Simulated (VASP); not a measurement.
# SnTe2 (P4_2/mnm) in VASP: a series of runs, part 2 of 2

VASP 6.6.1.

### 3 Relaxation of cell and atoms, PBE

This run uses another cell than the first one, of 35.74 Å³/atom.

INCAR reads:

```
ALGO = Normal
EDIFF = 1E-6
EDIFFG = -0.005
ENCUT = 600
GGA = PE
IBRION = 2
ISIF = 3
ISMEAR = -1
LASPH = T
LCHARG = F
LREAL = F
LWAVE = F
NELM = 80
NSW = 80
PREC = Accurate
SIGMA = 0.02
```

KPOINTS reads:

```
k-points
0
Gamma
  4 4 6
```

POSCAR reads:

```
SnTe2
1.0
    6.8744739400      0.0000000000      0.0000000000
    0.0000000000      6.8744739400      0.0000000000
    0.0000000000      0.0000000000      4.5371528004
Sn Te
2 4
Direct
    0.0000000000      0.0000000000      0.0000000000
    0.5000000000      0.5000000000      0.5000000000
    0.3050000000      0.3050000000      0.0000000000
    0.1950000000      0.8050000000      0.5000000000
    0.8050000000      0.1950000000      0.5000000000
    0.6950000000      0.6950000000      0.0000000000
```

Potentials or basis: VASP PAW PBE potentials, release 64 (Sn_d, Te).

Run with:

```sh
cat potpaw_PBE.64/Sn_d/POTCAR potpaw_PBE.64/Te/POTCAR > POTCAR
mpirun -np 1 vasp_std > vasp.out
```

OUTCAR:

```text
EDIFF = 1E-6
   EDIFFG = -0.005
   ENCUT = 600
   GGA = PE
   IBRION = 2
   ISIF = 3
   ISMEAR = -1
   LASPH = T
   LREAL = F
   NELM = 80
   NSW = 80
   PREC = Accurate

 ion  position               nearest neighbor table
   1  0.000  0.000  0.000-   4 2.96   5 2.96   4 2.96   5 2.96   3 2.97   6 2.97
   2  0.500  0.500  0.500-   3 2.96   6 2.96   3 2.96   6 2.96   5 2.97   4 2.97
   3  0.305  0.305  0.000-   2 2.96   2 2.96   1 2.97
   4  0.195  0.805  0.500-   1 2.96   1 2.96   2 2.97
   5  0.805  0.195  0.500-   1 2.96   1 2.96   2 2.97
   6  0.695  0.695  0.000-   2 2.96   2 2.96   1 2.97

  LATTYP: Found a simple tetragonal cell.
 ALAT       =     6.8744739400
 C/A-ratio  =     0.6600000000

  Lattice vectors:

 A1 = (   6.8744739400,   0.0000000000,   0.0000000000)
 A2 = (   0.0000000000,   6.8744739400,   0.0000000000)
 A3 = (   0.0000000000,   0.0000000000,   4.5371528004)

Analysis of symmetry for initial positions (statically):
=====================================================================
 Subroutine PRICEL returns:
 Original cell was already a primitive cell.

 Routine SETGRP: Setting up the symmetry group for a
 simple tetragonal supercell.

 Subroutine GETGRP returns: Found 16 space group operations
 (whereof  8 operations were pure point group operations)
 out of a pool of 16 trial point group operations.

The static configuration has the point symmetry D_2h.
 The point group associated with its full space group is D_4h.

Analysis of symmetry for dynamics (positions and initial velocities):
=====================================================================
 Subroutine PRICEL returns:
 Original cell was already a primitive cell.

 Routine SETGRP: Setting up the symmetry group for a
 simple tetragonal supercell.

 Subroutine GETGRP returns: Found 16 space group operations
 (whereof  8 operations were pure point group operations)
 out of a pool of 16 trial point group operations.

The dynamic configuration has the point symmetry D_2h.
 The point group associated with its full space group is D_4h.

 Subroutine INISYM returns: Found 16 space group operations
 (whereof  8 operations are pure point group operations),
 and found     1 'primitive' translations

----------------------------------------------------------------------------------------

                                     Primitive cell

  volume of cell :     214.4185

  direct lattice vectors                    reciprocal lattice vectors
     6.874473940  0.000000000  0.000000000     0.145465676  0.000000000  0.000000000
     0.000000000  6.874473940  0.000000000     0.000000000  0.145465676  0.000000000
     0.000000000  0.000000000  4.537152800     0.000000000  0.000000000  0.220402540

  length of vectors
     6.874473940  6.874473940  4.537152800     0.145465676  0.145465676  0.220402540

  position of ions in fractional coordinates (direct lattice)
     0.000000000  0.000000000  0.000000000
     0.500000000  0.500000000  0.500000000
     0.305000000  0.305000000  0.000000000
     0.195000000  0.805000000  0.500000000
     0.805000000  0.195000000  0.500000000
     0.695000000  0.695000000  0.000000000

  ion indices of the primitive-cell ions
   primitive index   ion index
                 1           1
                 2           2
                 3           3
                 4           4
                 5           5
                 6           6

----------------------------------------------------------------------------------------

[... 23 lines left out ...]

 Following reciprocal coordinates:
            Coordinates               Weight
  0.000000  0.000000  0.000000      1.000000
  0.250000  0.000000  0.000000      4.000000
  0.500000  0.000000  0.000000      2.000000
  0.250000  0.250000  0.000000      4.000000
  0.500000  0.250000  0.000000      4.000000
  0.500000  0.500000  0.000000      1.000000
[... 16 lines left out ...]
  0.500000  0.250000  0.500000      4.000000
  0.500000  0.500000  0.500000      1.000000
   k-points           NKPTS =     24   k-points in BZ     NKDIM =     24   number of bands    NBANDS=     31
   number of dos      NEDOS =    301   number of ions     NIONS =      6
   total plane-waves  NPLWV = 112896
   dimension x,y,z NGX =    56 NGY =   56 NGZ =   36
   dimension x,y,z NGXF=   112 NGYF=  112 NGZF=   72
   ions per type =               2   4
   NGX,Y,Z   is equivalent  to a cutoff of  13.54, 13.54, 13.19 a.u.
   NGXF,Y,Z  is equivalent  to a cutoff of  27.09, 27.09, 26.38 a.u.
 SYSTEM =  unknown system
   PREC   = accura    normal or accurate (medium, high low for compatibility)
   ISTART =      0    job   : 0-new  1-cont  2-samecut
   ICHARG =      2    charge: 1-file 2-atom 10-const
   ISPIN  =      1    spin polarized calculation?
   LNONCOLLINEAR =      F non collinear calculations
   LSORBIT =      F    spin-orbit coupling
   LASPH  =      T    aspherical Exc in radial PAW
   ENCUT  =  600.0 eV  44.10 Ry    6.64 a.u.  13.73 13.73  9.06*2*pi/ulx,y,z
   NELM   =     80;   NELMIN=  2; NELMDL= -5     # of ELM steps
   EDIFF  = 0.1E-05   stopping-criterion for ELM
   LREAL  =      F    real-space projection
   EDIFFG = -.5E-02   stopping-criterion for IOM
   NSW    =     80    number of steps for IOM
   IBRION =      2    ionic relax: 0-MD 1-quasi-New 2-CG
   NFREE  =      1    steps in history (QN), initial steepest desc. (CG)
   ISIF   =      3    stress and relaxation
   ISYM   =      2    0-nonsym 1-usesym 2-fastsym
   POTIM  = 0.5000    time-step for ionic-motion
   TEBEG  =    0.0;   TEEND  =   0.0 temperature during run
   PSTRESS=    0.0 pullay stress
   NELECT =      52.0000    total number of electrons
   NUPDOWN=      -1.0000    fix difference up-down
   EMIN   =  10.00;   EMAX   =-10.00  energy-range for DOS
   EFERMI =   0.00;   METHOD = LEGACY
   ISMEAR =    -1;   SIGMA  =   0.02  broadening in eV -4-tet -1-fermi 0-gaus
   EFERMI_NEDOS =   21; number of points for ismear=-14 and -15
   IALGO  =     38    algorithm
   IMIX   =      4    mixing-type and parameters
     AMIX     =   0.40;   BMIX     =  1.00
     AMIX_MAG =   1.60;   BMIX_MAG =  1.00
  volume/ion in A,a.u.               =      35.74       241.16
  Fermi-wavevector in a.u.,A,eV,Ry     =   1.020912  1.929245 14.180838  1.042262
  Thomas-Fermi vector in A             =   2.154508
   LORBIT       =      0    0 simple, 1 ext, 2 COOP (PROOUT), +10 PAW based schemes
   GGA     = PE    functional components
   LHFCALC =     F    Hartree Fock is set to
   AEXX    =    0.0000 exact exchange contribution
   IVDW    =     0    specifies the selected vdW correction
   LEPSILON=     F    determine dielectric tensor
   LRPA    =     F    only Hartree local field effects (RPA)
 conjugate gradient relaxation of ions
 non-spin polarized calculation
  energy-cutoff  :      600.00
  volume of cell :      214.42
 maximum number of plane-waves:      7192
 NGX is ok and might be reduce to    56
   NGX = 27   NGY = 27   NGZ = 19

--------------------------------------- Ionic step        1  -------------------------------------------

 number of electron      51.9999990 magnetization

 Free energy of the ion-electron system (eV)
  ---------------------------------------------------
  ext. energy  EPLUGINS =         0.00000000
  ---------------------------------------------------
  free energy    TOTEN  =       -19.74616722 eV

  energy without entropy =      -19.74263275  energy(sigma->0) =      -19.74439998

 E-fermi :   4.6190     XC(G=0):  -8.7495

 val. band max:        4.5985908039   @ k =   0.0000   0.0000   0.1667
 cond. band min:       4.6516256125   @ k =   0.5000   0.2500   0.0000
 fundamental gap:      0.0530348087
 Fermi energy:         4.6189605740

 k-point     1 :       0.0000    0.0000    0.0000
  band No.  band energies     occupation
      1     -16.9791      2.00000
      2     -16.9708      2.00000
      3     -16.9619      2.00000
      4     -16.9619      2.00000
      5     -16.9407      2.00000
      6     -16.9399      2.00000
[... 918 lines left out ...]
  FREE ENERGIE OF THE ION-ELECTRON SYSTEM (eV)
  ---------------------------------------------------
  free  energy   TOTEN  =       -19.7631783300 eV

  energy  without entropy=      -19.7591081146  energy(sigma->0) =      -19.76114322

[... ionic steps 4 to 9 ...]

--------------------------------------- Ionic step       10  -------------------------------------------

 number of electron      51.9999999 magnetization

------------------------ aborting loop because EDIFF is reached ----------------------------------------
[... 75 lines left out ...]
--------------------------------------- Ionic step       12  -------------------------------------------

 number of electron      52.0000000 magnetization

 Free energy of the ion-electron system (eV)
  ---------------------------------------------------
  ext. energy  EPLUGINS =         0.00000000
  ---------------------------------------------------
  free energy    TOTEN  =       -19.76941505 eV

  energy without entropy =      -19.76579517  energy(sigma->0) =      -19.76760511

 E-fermi :   4.3891     XC(G=0):  -8.6471

 val. band max:        4.3826206039   @ k =   0.5000   0.5000   0.5000
 cond. band min:       4.4119277966   @ k =   0.0000   0.0000   0.0000
 fundamental gap:      0.0293071927
 Fermi energy:         4.3891061943

 k-point     1 :       0.0000    0.0000    0.0000
  band No.  band energies     occupation
      1     -17.2331      2.00000
      2     -17.2260      2.00000
      3     -17.2064      2.00000
      4     -17.2064      2.00000
      5     -17.1877      2.00000
      6     -17.1873      2.00000
[... 838 lines left out ...]
  FREE ENERGIE OF THE ION-ELECTRON SYSTEM (eV)
  ---------------------------------------------------
  free  energy   TOTEN  =       -19.7694150508 eV

  energy  without entropy=      -19.7657951669  energy(sigma->0) =      -19.76760511

 reached required accuracy - stopping structural energy minimisation
```

OSZICAR:

```text
N       E                     dE             d eps       ncg     rms          rms(c)
DAV:   1     0.469032194835E+03    0.46903E+03   -0.24259E+04  1495   0.190E+03
DAV:   2     0.468533260684E+02   -0.42218E+03   -0.41387E+03  1526   0.460E+02
[... 90 lines left out ...]
  11 F= -.19769374E+02 E0= -.19767575E+02  d E =-.386559E-05
       N       E                     dE             d eps       ncg     rms          rms(c)
DAV:   1    -0.197698433682E+02   -0.46974E-03   -0.14310E-02  1855   0.950E-01    0.138E-01
DAV:   2    -0.197695387217E+02    0.30465E-03   -0.82323E-04  1964   0.324E-01    0.643E-02
DAV:   3    -0.197694265139E+02    0.11221E-03   -0.20335E-04  1869   0.136E-01    0.287E-02
DAV:   4    -0.197694142667E+02    0.12247E-04   -0.40959E-05  2130   0.519E-02    0.912E-03
DAV:   5    -0.197694150508E+02   -0.78411E-06   -0.65587E-06  1661   0.166E-02
  12 F= -.19769415E+02 E0= -.19767605E+02  d E =-.449825E-04
```

Run time: 25 min. Hardware: 1 thread of Oxide Virtual Turin-like, shared host; peak memory 0.41 GiB.

What came out:

* Free energy: -19.7694 eV
* Relaxed volume: 36.59 Å³/atom
* Relaxed cell: a = 7.005 Å, b = 7.005 Å, c = 4.474 Å, α = 90.00°, β = 90.00°, γ = 90.00°
* Space group after relaxing (to 0.1 Å): P4_2/mnm (No. 136)
* Energy gained by relaxing: 3.9 meV/atom
* Ionic steps: 12
* Pressure after relaxing: 0.0 GPa
* Band gap on the k mesh: zero (bands 26 and 27 overlap by 0.08 eV)

Forces on the atoms (eV/Å):
```
Sn   0.000  0.000  0.000
Sn   0.000  0.000  0.000
Te   0.002  0.002  0.000
Te  -0.002  0.002  0.000
Te   0.002 -0.002  0.000
Te  -0.002 -0.002  0.000
```

Step by step:
```csv
step,energy change (eV),largest force (eV/Å),pressure (GPa),volume (Å³)
1,0.0000,0.1106,0.97,214.42
2,-0.0160,0.0217,-0.26,221.19
3,-0.0170,0.0381,-0.02,219.83
4,-0.0182,0.0381,-0.03,219.85
5,-0.0208,0.0375,-0.03,219.89
6,-0.0223,0.0467,-0.01,219.92
7,-0.0231,0.0026,-0.01,219.72
8,-0.0231,0.0021,-0.02,219.72
9,-0.0232,0.0020,0.04,219.32
10,-0.0232,0.0020,0.03,219.35
11,-0.0232,0.0064,-0.04,219.71
12,-0.0232,0.0024,0.01,219.54
```

Final structure:
```yaml
crystal:
  lattice:
    - [7.00512, 0.00000, 0.00000]
    - [0.00000, 7.00512, 0.00000]
    - [0.00000, 0.00000, 4.47390]
  atoms:
    - { symbol: Sn, position: [0.00000, 0.00000, 0.00000] }
    - { symbol: Sn, position: [0.50000, 0.50000, 0.50000] }
    - { symbol: Te, position: [0.30176, 0.30176, 0.00000] }
    - { symbol: Te, position: [0.19824, 0.80176, 0.50000] }
    - { symbol: Te, position: [0.80176, 0.19824, 0.50000] }
    - { symbol: Te, position: [0.69824, 0.69824, 0.00000] }
```

Levels at points of the mesh, in eV from the Fermi level:
```csv
k point,band 23,band 24,band 25,band 26,band 27,band 28,band 29,band 30
"(0.00, 0.00, 0.00)",-0.70,-0.70,0.02,0.02,0.62,0.63,1.84,1.84
"(0.50, 0.00, 0.00)",-0.53,-0.53,-0.24,-0.24,0.21,0.21,2.54,2.54
"(0.50, 0.50, 0.00)",-0.78,-0.78,-0.72,-0.72,0.07,0.07,2.76,2.76
"(0.00, 0.00, 0.50)",-1.16,-1.16,-0.99,-0.99,0.37,0.37,4.49,4.49
"(0.50, 0.00, 0.50)",-0.53,-0.53,-0.32,-0.32,1.07,1.07,1.76,1.76
"(0.50, 0.50, 0.50)",-0.57,-0.57,-0.41,-0.41,-0.01,-0.01,3.59,3.59
```

Caveat: the structure was generated, so it needn't be the stable form of SnTe2; semilocal functionals underestimate gaps, and a narrow one can read as zero; spin-orbit coupling is left out, which moves the levels of the heavy elements.

### 4 Relaxation of cell and atoms, r2SCAN

This run uses another cell than the first one, of 36.62 Å³/atom.

POSCAR reads:

```
SnTe2
1.0
    7.0065167975      0.0000000000      0.0000000000
    0.0000000000      7.0065167975      0.0000000000
    0.0000000000      0.0000000000      4.4752094923
Sn Te
2 4
Direct
    0.0000000000      0.0000000000      0.0000000000
    0.5000000000      0.5000000000      0.5000000000
    0.3018958957      0.3018958957      0.0000000000
    0.1981041043      0.8018958957      0.5000000000
    0.8018958957      0.1981041043      0.5000000000
    0.6981041043      0.6981041043      0.0000000000
```

INCAR.step1 reads:

```
PREC = Accurate
ENCUT = 600
ISMEAR = -1
SIGMA = 0.02
LREAL = F
LASPH = T
NELM = 100
GGA = PE
ALGO = Normal
EDIFF = 1E-4
LWAVE = T
LCHARG = F
```

INCAR.step2 reads:

```
PREC = Accurate
ENCUT = 600
EDIFF = 1E-7
ISMEAR = -1
SIGMA = 0.02
LREAL = F
LASPH = T
NELM = 100
ALGO = Normal
ISIF = 3
LWAVE = F
LCHARG = F
METAGGA = R2SCAN
LMIXTAU = T
IBRION = 2
NSW = 80
EDIFFG = -0.005
ISTART = 1
```

KPOINTS reads:

```
Automatic mesh
0
Gamma
  4 4 6
```

Run with:

```sh
cat potpaw_PBE.64/Sn_d/POTCAR potpaw_PBE.64/Te/POTCAR > POTCAR
cp INCAR.step1 INCAR
mpirun -np 1 vasp_std > vasp.out
cp INCAR.step2 INCAR
mpirun -np 1 vasp_std > vasp.out
```

It took 1.6 h on 1 thread of Oxide Virtual Turin-like, shared host; peak memory 0.46 GiB.

It converged, with:

* Free energy: -150.8305 eV
* Relaxed volume: 35.66 Å³/atom
* Relaxed cell: a = 6.960 Å, b = 6.960 Å, c = 4.417 Å, α = 90.00°, β = 90.00°, γ = 90.00°
* Space group after relaxing (to 0.1 Å): P4_2/mnm (No. 136)
* Energy gained by relaxing: 3.7 meV/atom
* Ionic steps: 9
* Pressure after relaxing: 0.0 GPa
* Largest force after relaxing: 0.004 eV/Å
* Band gap on the k mesh: zero (bands 26 and 27 overlap by 0.04 eV)

Forces on the atoms (eV/Å):
```
Sn   0.000  0.000  0.000
Sn   0.000  0.000  0.000
Te  -0.003 -0.003  0.000
Te   0.003 -0.003  0.000
Te  -0.003  0.003  0.000
Te   0.003  0.003  0.000
```

The path:
```tsv
step	energy change (eV)	largest force (eV/Å)	pressure (GPa)	volume (Å³)
1	0.0000	0.0840	-1.11	219.69
2	-0.0187	0.0153	0.47	211.72
3	-0.0218	0.0128	0.01	213.84
4	-0.0218	0.0143	-0.01	213.95
5	-0.0219	0.0091	-0.01	214.01
6	-0.0220	0.0020	-0.02	214.12
7	-0.0220	0.0033	-0.02	214.14
8	-0.0220	0.0043	0.02	213.92
9	-0.0220	0.0040	0.01	213.99
```

Final structure:
```yaml
crystal:
  lattice:
    - [6.96015, 0.00000, 0.00000]
    - [0.00000, 6.96015, 0.00000]
    - [0.00000, 0.00000, 4.41729]
  atoms:
    - { symbol: Sn, position: [0.00000, 0.00000, 0.00000] }
    - { symbol: Sn, position: [0.50000, 0.50000, 0.50000] }
    - { symbol: Te, position: [0.30239, 0.30239, 0.00000] }
    - { symbol: Te, position: [0.19761, 0.80239, 0.50000] }
    - { symbol: Te, position: [0.80239, 0.19761, 0.50000] }
    - { symbol: Te, position: [0.69761, 0.69761, 0.00000] }
```

Levels at points of the mesh, in eV from the Fermi level:
```tsv
k point	band 24	band 25	band 26	band 27	band 28	band 29
(0.00, 0.00, 0.00)	-0.77	-0.01	-0.01	0.64	0.86	2.22
(0.50, 0.00, 0.00)	-0.59	-0.22	-0.22	0.30	0.30	2.89
(0.50, 0.50, 0.00)	-0.85	-0.82	-0.82	0.27	0.27	3.10
(0.00, 0.00, 0.50)	-1.27	-1.10	-1.10	0.53	0.53	4.86
(0.50, 0.00, 0.50)	-0.61	-0.39	-0.39	1.28	1.28	2.06
(0.50, 0.50, 0.50)	-0.68	-0.48	-0.48	0.13	0.13	3.94
```

Caveat: the structure was generated, so it needn't be the stable form of SnTe2; semilocal functionals underestimate gaps, and a narrow one can read as zero; the PAW data sets were made with another functional, which shifts forces and pressure a little; spin-orbit coupling is left out, which moves the levels of the heavy elements.

### 5 The runs side by side

```csv
task,level,cell,cutoff (eV),gap on the mesh (eV),pressure (GPa),relaxed volume (Å³/atom)
single point,r2SCAN,"a = 6.959, b = 6.959, c = 4.418 Å, 6 atoms, atomic positions A",520,none,0.0,-
relaxation of cell and atoms,PBE,"relaxed from a = 6.874, b = 6.874, c = 4.537 Å, 6 atoms, atomic positions B",600,none,0.0,36.59
relaxation of cell and atoms,r2SCAN,"relaxed from a = 7.007, b = 7.007, c = 4.475 Å, 6 atoms, atomic positions C",600,none,0.0,35.66
```

Alike in all rows: potentials or basis VASP PAW PBE potentials, release 64 (Sn_d, Te); no spin polarisation; k mesh 4 × 4 × 6; smearing fermi-dirac 0.02 eV.

Caveats: the structure was generated, so it needn't be the stable form of SnTe2; semilocal functionals underestimate gaps, and a narrow one can read as zero; spin-orbit coupling is left out, which moves the levels of the heavy elements; the PAW data sets were made with another functional, which shifts forces and pressure a little (at least some runs).

Total energies depend on the potentials used, so only differences within one code and one set of settings carry meaning.

The gap in the log of VASP goes by the Fermi energy; the results here count the filled bands.